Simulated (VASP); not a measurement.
Runs of VASP 6.6.1 on ZrO2. The structure is that of space group Fm-3m (No. 225), or close to it. The cells are those of the table. 

```csv
task,level,cell,k mesh,cutoff (eV),gap on the mesh (eV),pressure (GPa),relaxed volume (Å³/atom)
relaxation of cell and atoms,PBEsol,"relaxed from a = 4.015 Å, angles 60.0°, 3 atoms",6 × 6 × 6,600,3.32,0.0,(a)
relaxation of cell and atoms,r2SCAN+rVV10,"relaxed from a = 3.581 Å, angles 60.0°, 3 atoms",8 × 8 × 8,660,3.88,0.0,10.93
single point,r2SCAN+rVV10,"a = 3.591 Å, angles 60.0°, 3 atoms",10 × 10 × 10,660,3.88,0.2,-
single point,PBEsol,"a = 3.581 Å, angles 60.0°, 3 atoms",6 × 6 × 6,600,3.32,0.2,-
single point,r2SCAN+rVV10,"a = 3.591 Å, angles 60.0°, 3 atoms",8 × 8 × 8,660,3.88,0.2,-
```

Alike in all rows: potentials or basis VASP PAW PBE potentials, release 64 (Zr_sv, O); no spin polarisation; smearing fermi-dirac 0.03 eV.

Problem. Estimate the missing entries.

Solution. (a) 10.84.

Caveats: the PAW data sets were made with another functional, which shifts forces and pressure a little; the volume moved by over 15 % at a fixed basis, so the end points are rough (some runs).

A k mesh can miss the band edges, and the runs leave out spin-orbit coupling on Zr.
